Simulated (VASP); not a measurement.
# GaSb (I-4m2) in VASP: a series of runs

GaSb is run at these levels: r2SCAN; tasks: single point.

All numbers are computed with VASP 6.6.1; they aren't measurements. Logs are shortened: lines on timing, memory, paths and dates and some standing lists are left out, and cuts for length are marked.

## Step 1: The cell of the first run

The structure is tetragonal, space group I-4m2 (No. 119). The conventional cell has a = 4.326 Å, b = 4.326 Å, c = 6.026 Å, α = 90.00°, β = 90.00°, γ = 90.00°. Ga (site symmetry -4m2) has 4 Sb at 2.64 Å within 3.5 Å. Sb (site symmetry -4m2) has 4 Ga at 2.64 Å within 3.5 Å.

## Step 2: Single point, r2SCAN (strain -0.0150 x Voigt [1, 0, 0, 0, 0, 0])

POSCAR

```
GaSb
1.0
    0.0000000000      3.0590000000      3.0590000000
    3.0131150000      0.0000000000      3.0590000000
    3.0131150000      3.0590000000      0.0000000000
Ga Sb
1 1
Direct
    0.0000000000      0.0000000000      0.0000000000
    0.7500000000      0.7500000000      0.7500000000
```

INCAR.step1

```
PREC = Accurate
ENCUT = 520
ISMEAR = 0
SIGMA = 0.05
LREAL = F
LASPH = T
NELM = 60
NBANDS = 16
GGA = PE
ALGO = Normal
EDIFF = 1E-4
LWAVE = T
LCHARG = F
```

INCAR.step2

```
PREC = Accurate
ENCUT = 520
EDIFF = 1E-6
ISMEAR = 0
SIGMA = 0.05
LREAL = F
LASPH = T
NELM = 60
ALGO = Normal
ISIF = 2
LWAVE = F
LCHARG = T
METAGGA = R2SCAN
LMIXTAU = T
LELF = T
LVHAR = T
NBANDS = 16
ISTART = 1
```

KPOINTS

```
Automatic mesh
0
Gamma
  10 10 10
```

Potentials or basis: VASP PAW PBE potentials, release 64 (Ga_d, Sb).

The run is started by

```
> cat potpaw_PBE.64/Ga_d/POTCAR potpaw_PBE.64/Sb/POTCAR > POTCAR
> cp INCAR.step1 INCAR
> mpirun -np 1 vasp_std > vasp.out
> cp INCAR.step2 INCAR
> mpirun -np 1 vasp_std > vasp.out
```

OUTCAR:

```text
PREC = Accurate
   ENCUT = 520
   EDIFF = 1E-6
   ISMEAR = 0
   LREAL = F
   LASPH = T
   NELM = 60
   ISIF = 2
   METAGGA = R2SCAN
   ISTART = 1

 ion  position               nearest neighbor table
   1  0.000  0.000  0.000-   2 2.64   2 2.64   2 2.64   2 2.64
   2  0.750  0.750  0.750-   1 2.64   1 2.64   1 2.64   1 2.64

  LATTYP: Found a body centered tetragonal cell.
 ALAT       =     4.3260792873
 C/A-ratio  =     1.3930003589

  Lattice vectors:

 A1 = (  -3.0131150000,   0.0000000000,  -3.0590000000)
 A2 = (  -3.0131150000,   0.0000000000,   3.0590000000)
 A3 = (   3.0131150000,   3.0590000000,   0.0000000000)

Analysis of symmetry for initial positions (statically):
=====================================================================
 Subroutine PRICEL returns:
 Original cell was already a primitive cell.

 Routine SETGRP: Setting up the symmetry group for a
 body centered tetragonal supercell.

 Subroutine GETGRP returns: Found  8 space group operations
 (whereof  8 operations were pure point group operations)
 out of a pool of 16 trial point group operations.

The static configuration has the point symmetry D_2d.

Analysis of symmetry for dynamics (positions and initial velocities):
=====================================================================
 Subroutine PRICEL returns:
 Original cell was already a primitive cell.

 Routine SETGRP: Setting up the symmetry group for a
 body centered tetragonal supercell.

 Subroutine GETGRP returns: Found  8 space group operations
 (whereof  8 operations were pure point group operations)
 out of a pool of 16 trial point group operations.

The dynamic configuration has the point symmetry D_2d.

 Subroutine INISYM returns: Found  8 space group operations
 (whereof  8 operations are pure point group operations),
 and found     1 'primitive' translations

----------------------------------------------------------------------------------------

                                     Primitive cell

  volume of cell :      56.3903

  direct lattice vectors                    reciprocal lattice vectors
     0.000000000  3.059000000  3.059000000    -0.165941227  0.163452109  0.163452109
     3.013115000  0.000000000  3.059000000     0.165941227 -0.163452109  0.163452109
     3.013115000  3.059000000  0.000000000     0.165941227  0.163452109 -0.163452109
[... 76 lines left out ...]
   ISTART =      1    job   : 0-new  1-cont  2-samecut
   ICHARG =      0    charge: 1-file 2-atom 10-const
   ISPIN  =      1    spin polarized calculation?
   LNONCOLLINEAR =      F non collinear calculations
   LSORBIT =      F    spin-orbit coupling
   LASPH  =      T    aspherical Exc in radial PAW
   ENCUT  =  520.0 eV  38.22 Ry    6.18 a.u.   8.04  7.98  7.98*2*pi/ulx,y,z
   NELM   =     60;   NELMIN=  2; NELMDL=  0     # of ELM steps
   EDIFF  = 0.1E-05   stopping-criterion for ELM
   LREAL  =      F    real-space projection
   EDIFFG = 0.1E-04   stopping-criterion for IOM
   NSW    =      0    number of steps for IOM
   IBRION =     -1    ionic relax: 0-MD 1-quasi-New 2-CG
   NFREE  =      0    steps in history (QN), initial steepest desc. (CG)
   ISIF   =      2    stress and relaxation
   ISYM   =      2    0-nonsym 1-usesym 2-fastsym
   POTIM  = 0.5000    time-step for ionic-motion
   TEBEG  =    0.0;   TEEND  =   0.0 temperature during run
   PSTRESS=    0.0 pullay stress
   NELECT =      18.0000    total number of electrons
   NUPDOWN=      -1.0000    fix difference up-down
   EMIN   =  10.00;   EMAX   =-10.00  energy-range for DOS
   EFERMI =   0.00;   METHOD = LEGACY
   ISMEAR =     0;   SIGMA  =   0.05  broadening in eV -4-tet -1-fermi 0-gaus
   EFERMI_NEDOS =   21; number of points for ismear=-14 and -15
   IALGO  =     38    algorithm
   IMIX   =      4    mixing-type and parameters
     AMIX     =   0.40;   BMIX     =  1.00
     AMIX_MAG =   1.60;   BMIX_MAG =  1.00
  volume/ion in A,a.u.               =      28.20       190.27
  Fermi-wavevector in a.u.,A,eV,Ry     =   1.118830  2.114282 17.031509  1.251781
  Thomas-Fermi vector in A             =   2.255464
   LORBIT       =      0    0 simple, 1 ext, 2 COOP (PROOUT), +10 PAW based schemes
   METAGGA = R2SCAN    functional components
   LHFCALC =     F    Hartree Fock is set to
   AEXX    =    0.0000 exact exchange contribution
   IVDW    =     0    specifies the selected vdW correction
   LEPSILON=     F    determine dielectric tensor
   LRPA    =     F    only Hartree local field effects (RPA)
 non-spin polarized calculation
 Gauss-broadening in eV      SIGMA  =   0.05
  energy-cutoff  :      520.00
  volume of cell :       56.39
 maximum number of plane-waves:      1536
   NGX = 17   NGY = 15   NGZ = 15

 number of electron      17.9999986 magnetization

 Free energy of the ion-electron system (eV)
  ---------------------------------------------------
  ext. energy  EPLUGINS =         0.00000000
  ---------------------------------------------------
  free energy    TOTEN  =       -37.59816691 eV

  energy without entropy =      -37.59816691  energy(sigma->0) =      -37.59816691

 E-fermi :   5.0963     XC(G=0):  -9.7924

 val. band max:        4.9036098629   @ k =   0.0000   0.0000   0.0000
 cond. band min:       5.4056103005   @ k =   0.0000   0.0000   0.0000
 fundamental gap:      0.5020004376
 Fermi energy:         5.0963411004

 k-point     1 :       0.0000    0.0000    0.0000
  band No.  band energies     occupation
      1     -10.6840      2.00000
      2     -10.6839      2.00000
      3     -10.6820      2.00000
      4     -10.6249      2.00000
      5     -10.6229      2.00000
      6      -7.1998      2.00000
[... 433 lines left out ...]
      3     -10.6610      2.00000
      4     -10.6328      2.00000
      5     -10.6210      2.00000
      6      -5.4744      2.00000
[... 8 lines left out ...]
     15      15.7832      0.00000
     16      15.9791      0.00000

 [... further k-points ...]
[... 5 lines left out ...]
  --------------------------------------------------------------------------------------
  -------------------------------------------------------------------------------------
  Total        0.6383737      0.3868204      0.3868204     -0.0000000      0.0000000     -0.0000000
  in kB       18.1376461     10.9904450     10.9904450     -0.0000000      0.0000000     -0.0000000
  external PRESSURE =      13.3728454 kB  Pullay stress =       0.0000000 kB

 VOLUME and BASIS-vectors are now :
 -----------------------------------------------------------------------------
  energy-cutoff  :      520.00
  volume of cell :       56.39
      direct lattice vectors                 reciprocal lattice vectors
     0.000000000  3.059000000  3.059000000    -0.165941227  0.163452109  0.163452109
     3.013115000  0.000000000  3.059000000     0.165941227 -0.163452109  0.163452109
     3.013115000  3.059000000  0.000000000     0.165941227  0.163452109 -0.163452109

 POSITION                                       TOTAL-FORCE (eV/Angst)
 -----------------------------------------------------------------------------------
      0.00000      0.00000      0.00000        -0.000000      0.000000      0.000000
      4.51967      4.58850      4.58850         0.000000     -0.000000     -0.000000
 -----------------------------------------------------------------------------------
    total drift:                               -0.000003      0.000004      0.000004

  FREE ENERGIE OF THE ION-ELECTRON SYSTEM (eV)
  ---------------------------------------------------
  free  energy   TOTEN  =       -37.5981669103 eV

  energy  without entropy=      -37.5981669103  energy(sigma->0) =      -37.59816691
```

OSZICAR.step1:

```text
N       E                     dE             d eps       ncg     rms          rms(c)
DAV:   1     0.827673598594E+02    0.82767E+02   -0.85973E+03  3312   0.138E+03
DAV:   2    -0.105608802402E+01   -0.83823E+02   -0.80562E+02  3888   0.301E+02
DAV:   3    -0.728118750825E+01   -0.62251E+01   -0.62104E+01  3936   0.649E+01
DAV:   4    -0.738920624612E+01   -0.10802E+00   -0.10801E+00  4112   0.956E+00
DAV:   5    -0.739175191905E+01   -0.25457E-02   -0.25456E-02  4176   0.129E+00    0.324E+00
DAV:   6    -0.734725720297E+01    0.44495E-01   -0.62390E-02  4736   0.393E+00    0.195E+00
DAV:   7    -0.733347695890E+01    0.13780E-01   -0.38974E-02  3848   0.160E+00    0.343E-01
DAV:   8    -0.733444032701E+01   -0.96337E-03   -0.43511E-03  4312   0.757E-01    0.872E-02
DAV:   9    -0.733492364168E+01   -0.48331E-03   -0.69886E-04  3816   0.199E-01    0.351E-02
DAV:  10    -0.733493897341E+01   -0.15332E-04   -0.26779E-05  3312   0.363E-02
   1 F= -.73349390E+01 E0= -.73349251E+01  d E =-.278219E-04
```

Run time: 3.6 min. Hardware: 1 thread of Intel Xeon 8259CL, shared host; peak memory 0.26 GiB.

Results:

```
Free energy            : -37.5982 eV
Pressure               : 1.3 GPa
Band gap on the k mesh : 0.50 eV
```

Stress tensor (GPa, compression positive):
```
1.81 0.00 0.00
0.00 1.10 0.00
0.00 0.00 1.10
```

Caveat: the cell differs from its parent crystal (strain -0.0150 x Voigt [1, 0, 0, 0, 0, 0]); the PAW data sets were made with another functional, which shifts forces and pressure a little; spin-orbit coupling is left out, which moves the levels of the heavy elements. A k mesh can miss the band edges.

## Step 3: Single point, r2SCAN (strain +0.0150 x Voigt [1, 0, 0, 0, 0, 0])

POSCAR

```
GaSb
1.0
    0.0000000000      3.0590000000      3.0590000000
    3.1048850000      0.0000000000      3.0590000000
    3.1048850000      3.0590000000      0.0000000000
Ga Sb
1 1
Direct
    0.0000000000      0.0000000000      0.0000000000
    0.7500000000      0.7500000000      0.7500000000
```

INCAR.step1

```
SYSTEM = GaSb
PREC     = Accurate       ! precision mode
ENCUT    = 520            ! plane-wave cutoff, eV
ISMEAR   = 0              ! smearing method
SIGMA    = 0.05           ! smearing width, eV
LREAL    = .False.        ! projectors in reciprocal space
LASPH    = .True.         ! aspherical terms in the spheres
NELM     = 80             ! most SCF steps
NBANDS   = 16             ! bands
GGA      = PE             ! functional
ALGO     = Normal         ! electronic algorithm
EDIFF    = 1E-4           ! SCF threshold, eV
LWAVE    = .True.         ! write WAVECAR
LCHARG   = .False.        ! write CHGCAR
```

INCAR.step2

```
SYSTEM = GaSb
PREC     = Accurate       ! precision mode
ENCUT    = 520            ! plane-wave cutoff, eV
EDIFF    = 1E-6           ! SCF threshold, eV
ISMEAR   = 0              ! smearing method
SIGMA    = 0.05           ! smearing width, eV
LREAL    = .False.        ! projectors in reciprocal space
LASPH    = .True.         ! aspherical terms in the spheres
NELM     = 80             ! most SCF steps
ALGO     = Normal         ! electronic algorithm
ISIF     = 2              ! what is computed and relaxed
LWAVE    = .False.        ! write WAVECAR
LCHARG   = .False.        ! write CHGCAR
METAGGA  = R2SCAN         ! meta-GGA
LMIXTAU  = .True.       
NBANDS   = 16             ! bands
ISTART   = 1
```

KPOINTS

```
regular mesh
0
Gamma
  10 10 10
  0 0 0
```

Potentials or basis: VASP PAW PBE potentials, release 64 (Ga_d, Sb).

The run is started by

```
> cat potpaw_PBE.64/Ga_d/POTCAR potpaw_PBE.64/Sb/POTCAR > POTCAR
> cp INCAR.step1 INCAR
> mpirun -np 1 vasp_std > vasp.out
> cp INCAR.step2 INCAR
> mpirun -np 1 vasp_std > vasp.out
```

It took 4.5 min on 1 thread of Intel Xeon 8259CL, shared host; peak memory 0.26 GiB.

The run converged. Its results:

```
Free energy            : -37.6033 eV
Pressure               : -0.3 GPa
Band gap on the k mesh : 0.30 eV
```

Stress tensor (GPa, compression positive):
```
-0.83  0.00  0.00
 0.00 -0.08  0.00
 0.00  0.00 -0.08
```

Levels at points of the mesh, in eV from the valence-band top:
```
           k point  band 6  band 7  band 8  band 9  band 10  band 11  band 12  band 13
(0.00, 0.00, 0.00)  -11.86   -0.09    0.00    0.00     0.30     2.94     2.94     2.99
(0.50, 0.00, 0.00)  -10.17   -6.53   -1.28   -1.16     0.62     3.95     4.02     6.90
(0.50, 0.50, 0.00)   -9.29   -6.98   -2.71   -2.70     1.06     1.45     9.12     9.12
(0.00, 0.50, 0.50)   -9.34   -7.05   -2.61   -2.61     1.18     1.54     9.12     9.12
```

Caveat: the cell differs from its parent crystal (strain +0.0150 x Voigt [1, 0, 0, 0, 0, 0]); the PAW data sets were made with another functional, which shifts forces and pressure a little; spin-orbit coupling is left out, which moves the levels of the heavy elements. A k mesh can miss the band edges.

(Part 1 of 3 ends here.)
